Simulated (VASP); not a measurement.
MgHgSe2, 4 atoms in the cell. It takes space group P-4m2 (No. 115, tetragonal). The conventional cell has a = 4.439 Å, b = 4.439 Å, c = 6.175 Å, α = 90.00°, β = 90.00°, γ = 90.00°. Within 3.5 Å of Mg (site symmetry -4m2) lie 4 Se at 2.65 Å. Se (site symmetry 2mm) has 2 Mg at 2.65 Å and 2 Hg at 2.76 Å within 3.5 Å. Within 3.6 Å of Hg (site symmetry -4m2) lie 4 Se at 2.76 Å. 

```yaml
Program: VASP 6.6.1
Task: single point
Functional: PBE
Potentials_or_basis: VASP PAW PBE potentials, release 64 (Mg, Se, Hg)
Cutoff: 520 eV
k_mesh: 6 × 6 × 4
Occupations: gaussian, width 0.01 eV
Spin: no spin polarisation
Dipole_correction: no
Further_INCAR_settings: ALGO = Normal; EDIFF = 1e-06; NBANDS = 21
```

Potentials or basis: VASP PAW PBE potentials, release 64 (Mg, Se, Hg).

Launch:

```sh
$ cat potpaw_PBE.64/Mg/POTCAR potpaw_PBE.64/Se/POTCAR potpaw_PBE.64/Hg/POTCAR > POTCAR
$ mpirun -np 1 vasp_std > vasp.out
```

Hardware: 1 thread of Intel Xeon 8259CL, with other jobs on the host.

Q: Estimate the wall time of this run.

A: Run time: 2.1 min on 1 thread of Intel Xeon 8259CL, with other jobs on the host, peak memory 0.29 GiB. Counts: scf iterations 14, k points 30.
